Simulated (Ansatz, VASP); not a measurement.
**BaBr in VASP and in Ansatz**

```
Ba Br
1.0
     4.29535    0.00000    0.00000
    -2.14768    3.71988    0.00000
     0.00000    0.00000    4.74077
Ba Br
1 1
Direct
  0.66667 0.33333 0.50000
  0.00000 0.00000 0.00000
```

Alike in both runs: task relaxation of cell and atoms; functional PBE; k mesh 18 × 18 × 12; occupations gaussian, width 0.1 eV; no spin polarisation.

```csv
,VASP,Ansatz
version,VASP 6.6.1,Ansatz 0.2.0
potentials or method,"VASP PAW PBE potentials, release 64 (Ba_sv, Br), cutoff 600 eV","scalar-relativistic, plane waves, PAW"
valence electrons in the cell,17,17
```

```tsv
	VASP	Ansatz	Ansatz less VASP
gap on the k mesh at the Fermi level, each at its own relaxed structure (eV)	none	none	-
relaxed volume (Å³/atom)	38.74	38.20	-0.542
relaxed cell length with the largest relative difference (Å)	4.819	4.780	-0.0381
```

A gap of «none» marks a metal or a gap that the smearing closes.

Neither program's run includes spin-orbit coupling.
